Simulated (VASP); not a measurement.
# KSrCl3 (Pm-3m) in VASP: notebook

Runs on KSrCl3. Level: PBEsol. Tasks: single point, relaxation of cell and atoms.

All numbers are computed with VASP 6.6.1; they aren't measurements. Logs are shortened: lines on timing, memory, paths and dates and some standing lists are left out, and cuts for length are marked.

**1. The cell of the first run**

It takes space group Pm-3m (No. 221, cubic). The conventional cell has a = 5.586 Å, b = 5.586 Å, c = 5.586 Å, α = 90.00°, β = 90.00°, γ = 90.00°. Within 5.2 Å of K (site symmetry m-3m) lie 12 Cl at 3.95 Å and 8 Sr at 4.84 Å. Sr (site symmetry m-3m) has 6 Cl at 2.79 Å within 3.7 Å. Within 3.7 Å of Cl (site symmetry 4/mmm) lie 2 Sr at 2.79 Å.

**2. Single point, PBEsol**

INCAR

```
SYSTEM = KSrCl3
PREC = Accurate
ENCUT = 520
EDIFF = 1E-7
ISMEAR = -1
SIGMA = 0.03
LREAL = .FALSE.
LASPH = .TRUE.
NELM = 80
ALGO = Normal
ISIF = 2
LWAVE = .FALSE.
LCHARG = .TRUE.
GGA = PS
LELF = .TRUE.
LVHAR = .TRUE.
NBANDS = 28
```

KPOINTS

```
Automatic mesh
0
G
  4 4 4
  0 0 0
```

POSCAR

```
KSrCl3
1.0
    5.5857198128      0.0000000000      0.0000000000
    0.0000000000      5.5857198128      0.0000000000
    0.0000000000      0.0000000000      5.5857198128
K Sr Cl
1 1 3
Direct
    0.0000000000      0.0000000000      0.0000000000
    0.5000000000      0.5000000000      0.5000000000
    0.5000000000      0.5000000000      0.0000000000
    0.5000000000      0.0000000000      0.5000000000
    0.0000000000      0.5000000000      0.5000000000
```

Potentials or basis: VASP PAW PBE potentials, release 64 (K_sv, Sr_sv, Cl).

Started as:

```
$ cat potpaw_PBE.64/K_sv/POTCAR potpaw_PBE.64/Sr_sv/POTCAR potpaw_PBE.64/Cl/POTCAR > POTCAR
$ mpirun -np 1 vasp_std > vasp.out
```

OUTCAR:

```text
SYSTEM = KSrCl3
   PREC = Accurate
   ENCUT = 520
   EDIFF = 1E-7
   ISMEAR = -1
   LREAL = .FALSE.
   LASPH = .TRUE.
   NELM = 80
   ISIF = 2
   GGA = PS

 ion  position               nearest neighbor table
   1  0.000  0.000  0.000-
   2  0.500  0.500  0.500-   3 2.79   4 2.79   5 2.79   3 2.79   4 2.79   5 2.79
   3  0.500  0.500  0.000-   2 2.79   2 2.79
   4  0.500  0.000  0.500-   2 2.79   2 2.79
   5  0.000  0.500  0.500-   2 2.79   2 2.79

  LATTYP: Found a simple cubic cell.
 ALAT       =     5.5857198128

  Lattice vectors:

 A1 = (   5.5857198128,   0.0000000000,   0.0000000000)
 A2 = (   0.0000000000,   5.5857198128,   0.0000000000)
 A3 = (   0.0000000000,   0.0000000000,   5.5857198128)

Analysis of symmetry for initial positions (statically):
=====================================================================
 Subroutine PRICEL returns:
 Original cell was already a primitive cell.

 Routine SETGRP: Setting up the symmetry group for a
 simple cubic supercell.

 Subroutine GETGRP returns: Found 48 space group operations
 (whereof 48 operations were pure point group operations)
 out of a pool of 48 trial point group operations.

The static configuration has the point symmetry O_h .

Analysis of symmetry for dynamics (positions and initial velocities):
=====================================================================
 Subroutine PRICEL returns:
 Original cell was already a primitive cell.

 Routine SETGRP: Setting up the symmetry group for a
 simple cubic supercell.

 Subroutine GETGRP returns: Found 48 space group operations
 (whereof 48 operations were pure point group operations)
 out of a pool of 48 trial point group operations.

The dynamic configuration has the point symmetry O_h .

 Subroutine INISYM returns: Found 48 space group operations
 (whereof 48 operations are pure point group operations),
 and found     1 'primitive' translations

----------------------------------------------------------------------------------------

                                     Primitive cell

  volume of cell :     174.2759

  direct lattice vectors                    reciprocal lattice vectors
     5.585719813  0.000000000  0.000000000     0.179027956  0.000000000  0.000000000
     0.000000000  5.585719813  0.000000000     0.000000000  0.179027956  0.000000000
     0.000000000  0.000000000  5.585719813     0.000000000  0.000000000  0.179027956

  length of vectors
     5.585719813  5.585719813  5.585719813     0.179027956  0.179027956  0.179027956

  position of ions in fractional coordinates (direct lattice)
     0.000000000  0.000000000  0.000000000
     0.500000000  0.500000000  0.500000000
     0.500000000  0.500000000  0.000000000
     0.500000000  0.000000000  0.500000000
     0.000000000  0.500000000  0.500000000

  ion indices of the primitive-cell ions
   primitive index   ion index
                 1           1
                 2           2
                 3           3
                 4           4
                 5           5

----------------------------------------------------------------------------------------

 KPOINTS: Automatic mesh

Automatic generation of k-mesh.
 Grid dimensions read from file:
 generate k-points for:    4    4    4

 Generating k-lattice:

  Cartesian coordinates                     Fractional coordinates (reciprocal lattice)
     0.044756989  0.000000000  0.000000000     0.250000000  0.000000000  0.000000000
     0.000000000  0.044756989  0.000000000     0.000000000  0.250000000  0.000000000
     0.000000000  0.000000000  0.044756989     0.000000000  0.000000000  0.250000000

  Length of vectors
     0.044756989  0.044756989  0.044756989

  Shift w.r.t. Gamma in fractional coordinates (k-lattice)
     0.000000000  0.000000000  0.000000000

 Subroutine IBZKPT returns following result:
 ===========================================

 Found     10 irreducible k-points:

 Following reciprocal coordinates:
            Coordinates               Weight
  0.000000  0.000000  0.000000      1.000000
  0.250000  0.000000  0.000000      6.000000
  0.500000  0.000000  0.000000      3.000000
  0.250000  0.250000  0.000000     12.000000
  0.500000  0.250000  0.000000     12.000000
  0.500000  0.500000  0.000000      3.000000
  0.250000  0.250000  0.250000      8.000000
  0.500000  0.250000  0.250000     12.000000
  0.500000  0.500000  0.250000      6.000000
  0.500000  0.500000  0.500000      1.000000
   k-points           NKPTS =     10   k-points in BZ     NKDIM =     10   number of bands    NBANDS=     28
   number of dos      NEDOS =    301   number of ions     NIONS =      5
   total plane-waves  NPLWV =  74088
   dimension x,y,z NGX =    42 NGY =   42 NGZ =   42
   dimension x,y,z NGXF=    84 NGYF=   84 NGZF=   84
   ions per type =               1   1   3
   NGX,Y,Z   is equivalent  to a cutoff of  12.50, 12.50, 12.50 a.u.
   NGXF,Y,Z  is equivalent  to a cutoff of  25.00, 25.00, 25.00 a.u.
 SYSTEM =  KSrCl3
   PREC   = accura    normal or accurate (medium, high low for compatibility)
   ISTART =      0    job   : 0-new  1-cont  2-samecut
   ICHARG =      2    charge: 1-file 2-atom 10-const
   ISPIN  =      1    spin polarized calculation?
   LNONCOLLINEAR =      F non collinear calculations
   LSORBIT =      F    spin-orbit coupling
   LASPH  =      T    aspherical Exc in radial PAW
   ENCUT  =  520.0 eV  38.22 Ry    6.18 a.u.  10.39 10.39 10.39*2*pi/ulx,y,z
   NELM   =     80;   NELMIN=  2; NELMDL= -5     # of ELM steps
   EDIFF  = 0.1E-06   stopping-criterion for ELM
   LREAL  =      F    real-space projection
   EDIFFG = 0.1E-05   stopping-criterion for IOM
   NSW    =      0    number of steps for IOM
   IBRION =     -1    ionic relax: 0-MD 1-quasi-New 2-CG
   NFREE  =      0    steps in history (QN), initial steepest desc. (CG)
   ISIF   =      2    stress and relaxation
   ISYM   =      2    0-nonsym 1-usesym 2-fastsym
   POTIM  = 0.5000    time-step for ionic-motion
   TEBEG  =    0.0;   TEEND  =   0.0 temperature during run
   PSTRESS=    0.0 pullay stress
   NELECT =      40.0000    total number of electrons
   NUPDOWN=      -1.0000    fix difference up-down
   EMIN   =  10.00;   EMAX   =-10.00  energy-range for DOS
   EFERMI =   0.00;   METHOD = LEGACY
   ISMEAR =    -1;   SIGMA  =   0.03  broadening in eV -4-tet -1-fermi 0-gaus
   EFERMI_NEDOS =   21; number of points for ismear=-14 and -15
   IALGO  =     38    algorithm
   IMIX   =      4    mixing-type and parameters
     AMIX     =   0.40;   BMIX     =  1.00
     AMIX_MAG =   1.60;   BMIX_MAG =  1.00
  volume/ion in A,a.u.               =      34.86       235.21
  Fermi-wavevector in a.u.,A,eV,Ry     =   1.002341  1.894151 13.669615  1.004688
  Thomas-Fermi vector in A             =   2.134822
   LORBIT       =      0    0 simple, 1 ext, 2 COOP (PROOUT), +10 PAW based schemes
   GGA     = PS    functional components
   LHFCALC =     F    Hartree Fock is set to
   AEXX    =    0.0000 exact exchange contribution
   IVDW    =     0    specifies the selected vdW correction
   LEPSILON=     F    determine dielectric tensor
   LRPA    =     F    only Hartree local field effects (RPA)
 non-spin polarized calculation
  energy-cutoff  :      520.00
  volume of cell :      174.28
 maximum number of plane-waves:      4713
 NGX is ok and might be reduce to    42
   NGX = 21   NGY = 21   NGZ = 21

 number of electron      39.9999989 magnetization

 Free energy of the ion-electron system (eV)
  ---------------------------------------------------
  ext. energy  EPLUGINS =         0.00000000
  ---------------------------------------------------
  free energy    TOTEN  =       -19.81458409 eV

  energy without entropy =      -19.81458409  energy(sigma->0) =      -19.81458409

 E-fermi :  -0.9469     XC(G=0):  -7.3799

 val. band max:       -1.6183158265   @ k =   0.5000   0.5000   0.5000
 cond. band min:       2.8393224654   @ k =   0.0000   0.0000   0.0000
 fundamental gap:      4.4576382919
 Fermi energy:        -0.9468579951

 k-point     1 :       0.0000    0.0000    0.0000
  band No.  band energies     occupation
      1     -33.5477      2.00000
      2     -30.0829      2.00000
      3     -15.7368      2.00000
      4     -15.7368      2.00000
      5     -15.7368      2.00000
      6     -14.2040      2.00000
[... 20 lines left out ...]
     27       6.5355      0.00000
     28       6.5356      0.00000

 k-point     2 :       0.2500    0.0000    0.0000
  band No.  band energies     occupation
      1     -33.5474      2.00000
      2     -30.0829      2.00000
      3     -15.9320      2.00000
      4     -15.7359      2.00000
      5     -15.7359      2.00000
      6     -14.1566      2.00000
[... 20 lines left out ...]
     27       6.5428      0.00000
     28       6.6856      0.00000

 k-point     3 :       0.5000    0.0000    0.0000
  band No.  band energies     occupation
      1     -33.5470      2.00000
      2     -30.0828      2.00000
      3     -16.0851      2.00000
      4     -15.7351      2.00000
      5     -15.7351      2.00000
      6     -14.1564      2.00000
[... 20 lines left out ...]
     27       6.5256      0.00000
     28       6.9243      0.00000

 k-point     4 :       0.2500    0.2500    0.0000
  band No.  band energies     occupation
      1     -33.5471      2.00000
      2     -30.0828      2.00000
      3     -15.9336      2.00000
      4     -15.9289      2.00000
      5     -15.7351      2.00000
      6     -14.0861      2.00000
[... 144 lines left out ...]
     27       6.7598      0.00000
     28       6.7825      0.00000

 k-point     9 :       0.5000    0.5000    0.2500
  band No.  band energies     occupation
      1     -33.5461      2.00000
      2     -30.0827      2.00000
      3     -16.0822      2.00000
      4     -16.0822      2.00000
      5     -15.9279      2.00000
      6     -13.7454      2.00000
[... 20 lines left out ...]
     27       6.9023      0.00000
     28       7.1215      0.00000

 k-point    10 :       0.5000    0.5000    0.5000
  band No.  band energies     occupation
      1     -33.5458      2.00000
      2     -30.0827      2.00000
      3     -16.0808      2.00000
      4     -16.0808      2.00000
      5     -16.0808      2.00000
      6     -13.5949      2.00000
[... 20 lines left out ...]
     27       6.8780      0.00000
     28       7.7306      0.00000

------------------------ aborting loop because EDIFF is reached ----------------------------------------

  FORCE on cell =-STRESS in cart. coord.  units (eV):
  Direction    XX          YY          ZZ          XY          YZ          ZX
  --------------------------------------------------------------------------------------
  -------------------------------------------------------------------------------------
  Total        0.0768819      0.0768819      0.0768819      0.0000000      0.0000000     -0.0000000
  in kB        0.7068008      0.7068008      0.7068008      0.0000000      0.0000000     -0.0000000
  external PRESSURE =       0.7068008 kB  Pullay stress =       0.0000000 kB

 VOLUME and BASIS-vectors are now :
 -----------------------------------------------------------------------------
  energy-cutoff  :      520.00
  volume of cell :      174.28
      direct lattice vectors                 reciprocal lattice vectors
     5.585719813  0.000000000  0.000000000     0.179027956  0.000000000  0.000000000
     0.000000000  5.585719813  0.000000000     0.000000000  0.179027956  0.000000000
     0.000000000  0.000000000  5.585719813     0.000000000  0.000000000  0.179027956

 POSITION                                       TOTAL-FORCE (eV/Angst)
 -----------------------------------------------------------------------------------
      0.00000      0.00000      0.00000         0.000000      0.000000      0.000000
      2.79286      2.79286      2.79286         0.000000      0.000000      0.000000
      2.79286      2.79286      0.00000         0.000000      0.000000      0.000000
      2.79286      0.00000      2.79286         0.000000      0.000000      0.000000
      0.00000      2.79286      2.79286         0.000000      0.000000      0.000000
 -----------------------------------------------------------------------------------
    total drift:                                0.000000     -0.000000     -0.000000

  FREE ENERGIE OF THE ION-ELECTRON SYSTEM (eV)
  ---------------------------------------------------
  free  energy   TOTEN  =       -19.8145840864 eV

  energy  without entropy=      -19.8145840864  energy(sigma->0) =      -19.81458409
```

Wall time 63 s (1 thread of Intel Xeon Platinum 8259CL at 2.50GHz (Skylake/Cascade Lake), shared host); peak memory 0.27 GiB.

What came out:

* Free energy: -19.8146 eV
* Pressure: 0.1 GPa
* Band gap on the k mesh: 4.46 eV, indirect (least direct gap 4.66 eV)

Caveat: the PAW data sets were made with another functional, which shifts forces and pressure a little.

**3. Relaxation of cell and atoms, PBEsol**

This run uses another cell than the first one, of 38.07 Å³/atom, 1.092 times its volume.

INCAR

```
  ALGO = Normal
  EDIFF = 1E-7
  EDIFFG = -0.01
  ENCUT = 600
  GGA = PS
  IBRION = 2
  ISIF = 3
  ISMEAR = -1
  LASPH = True
  LCHARG = False
  LREAL = False
  LWAVE = False
  NELM = 80
  NSW = 100
  PREC = Accurate
  SIGMA = 0.03
```

KPOINTS

```
k-points
0
Gamma
  4 4 4
```

Changes to POSCAR since step 2:

```diff
@@ -2,5 +2,5 @@
 1.0
-    5.5857198128      0.0000000000      0.0000000000
-    0.0000000000      5.5857198128      0.0000000000
-    0.0000000000      0.0000000000      5.5857198128
+    5.7522493800      0.0000000000      0.0000000000
+    0.0000000000      5.7522493800      0.0000000000
+    0.0000000000      0.0000000000      5.7522493800
 K Sr Cl
```

Potentials or basis: VASP PAW PBE potentials, release 64 (K_sv, Sr_sv, Cl).

Started as:

```
$ cat potpaw_PBE.64/K_sv/POTCAR potpaw_PBE.64/Sr_sv/POTCAR potpaw_PBE.64/Cl/POTCAR > POTCAR
$ mpirun -np 1 vasp_std > vasp.out
```

Run time: 3 min. Hardware: 1 thread of Intel Xeon Platinum 8259CL at 2.50GHz (Skylake/Cascade Lake), shared host; peak memory 0.37 GiB.

It converged, with:

```yaml
Free_energy: -19.8160 eV
Relaxed_volume: 35.07 Å³/atom
Relaxed_cell: a = 5.597 Å, b = 5.597 Å, c = 5.597 Å, α = 90.00°, β = 90.00°, γ = 90.00°
Space_group_after_relaxing_to_0.05_Å: Pm-3m (No. 221)
Energy_gained_by_relaxing: 16.0 meV/atom
Ionic_steps: 3
Pressure_after_relaxing: 0.0 GPa
Band_gap_on_the_k_mesh: 4.45 eV, indirect (least direct gap 4.65 eV)
```

The path:
| step | energy change (eV) | largest force (eV/Å) | pressure (GPa) | volume (Å³) |
| --- | --- | --- | --- | --- |
| 1 | 0.0000 | 0.0000 | -1.55 | 190.33 |
| 2 | -0.0694 | 0.0000 | -0.62 | 180.34 |
| 3 | -0.0799 | 0.0000 | -0.04 | 175.37 |

Final structure:
```
K Sr Cl
1.0
     5.59741    0.00000    0.00000
     0.00000    5.59741    0.00000
     0.00000    0.00000    5.59741
K Sr Cl
1 1 3
Direct
  0.00000 0.00000 0.00000
  0.50000 0.50000 0.50000
  0.50000 0.50000 0.00000
  0.50000 0.00000 0.50000
  0.00000 0.50000 0.50000
```

Levels at points of the mesh, in eV from the valence-band top:
| k point | band 16 | band 17 | band 18 | band 19 | band 20 | band 21 | band 22 | band 23 | band 24 |
| --- | --- | --- | --- | --- | --- | --- | --- | --- | --- |
| (0.00, 0.00, 0.00) | -0.43 | -0.43 | -0.21 | -0.21 | -0.21 | 4.45 | 5.97 | 5.97 | 5.97 |
| (0.50, 0.00, 0.00) | -0.72 | -0.72 | -0.54 | -0.28 | -0.28 | 6.09 | 6.20 | 6.33 | 7.19 |
| (0.50, 0.50, 0.00) | -0.73 | -0.67 | -0.67 | -0.64 | -0.01 | 6.83 | 7.29 | 7.29 | 7.57 |
| (0.50, 0.50, 0.50) | -1.36 | -1.36 | 0.00 | 0.00 | 0.00 | 6.07 | 7.27 | 7.27 | 7.27 |

Caveat: the PAW data sets were made with another functional, which shifts forces and pressure a little. A hybrid or GW would open this gap; PBEsol tends to underestimate it.
